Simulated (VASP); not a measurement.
Set up this calculation in VASP 6.6.1, as the native input.

```
Task                   : single point
Functional             : r2SCAN
Potentials or basis    : VASP PAW PBE potentials, release 64 (Sn_d)
Cutoff                 : 520 eV
k mesh                 : 20 × 20 × 20
Occupations            : gaussian, width 0.15 eV
Spin                   : no spin polarisation
Dipole correction      : no
Further INCAR settings : ALGO = Normal; EDIFF = 1e-06; NBANDS = 13
```

The system is Sn.

```xyz
1
Lattice="-1.5539 1.5980 2.3383 1.5539 -1.5980 2.3383 1.5539 1.5980 -2.3383" Properties=species:S:1:pos:R:3 pbc="T T T"
Sn    0.0000    0.0000    0.0000
```

This cell differs from its parent crystal: strain -0.1000 x Voigt [1, 1, 0, 0, 0, 0].

These files were run (other wordings do the same):

POSCAR

```
Sn
1.0
   -1.5538851000      1.5979923000      2.3383420000
    1.5538851000     -1.5979923000      2.3383420000
    1.5538851000      1.5979923000     -2.3383420000
Sn
1
Direct
    0.0000000000      0.0000000000      0.0000000000
```

INCAR.step1

```
PREC = Accurate ; ENCUT = 520
ISMEAR = 0 ; SIGMA = 0.15
LREAL = F ; LASPH = T
NELM = 100 ; NBANDS = 13
GGA = PE ; ALGO = Normal
EDIFF = 1E-4 ; LWAVE = T
LCHARG = F
```

INCAR.step2

```
PREC = Accurate ; ENCUT = 520
EDIFF = 1E-6 ; ISMEAR = 0
SIGMA = 0.15 ; LREAL = F
LASPH = T ; NELM = 100
ALGO = Normal ; ISIF = 2
LWAVE = F ; LCHARG = F
METAGGA = R2SCAN ; LMIXTAU = T
NBANDS = 13 ; ISTART = 1
```

KPOINTS

```
regular mesh
0
Gamma
  20 20 20
```

Potentials or basis: VASP PAW PBE potentials, release 64 (Sn_d).

Command:

```sh
$ cat potpaw_PBE.64/Sn_d/POTCAR > POTCAR
$ cp INCAR.step1 INCAR
$ mpirun -np 1 vasp_std > vasp.out
$ cp INCAR.step2 INCAR
$ mpirun -np 1 vasp_std > vasp.out
```

Results of the run:

The pressure is 12.3 GPa and the band gap on the k mesh is zero (bands 7 and 8 overlap by 11.88 eV).

Caveat: the cell differs from its parent crystal (strain -0.1000 x Voigt [1, 1, 0, 0, 0, 0]); the cell stands under pressure; the PAW data sets were made with another functional, which shifts forces and pressure a little; spin-orbit coupling is left out, which moves the levels of the heavy elements.

It took 8.3 min on 1 thread of AMD EPYC 9R45 96-Core Processor (Zen 5), on a shared host, peak memory 0.38 GiB.
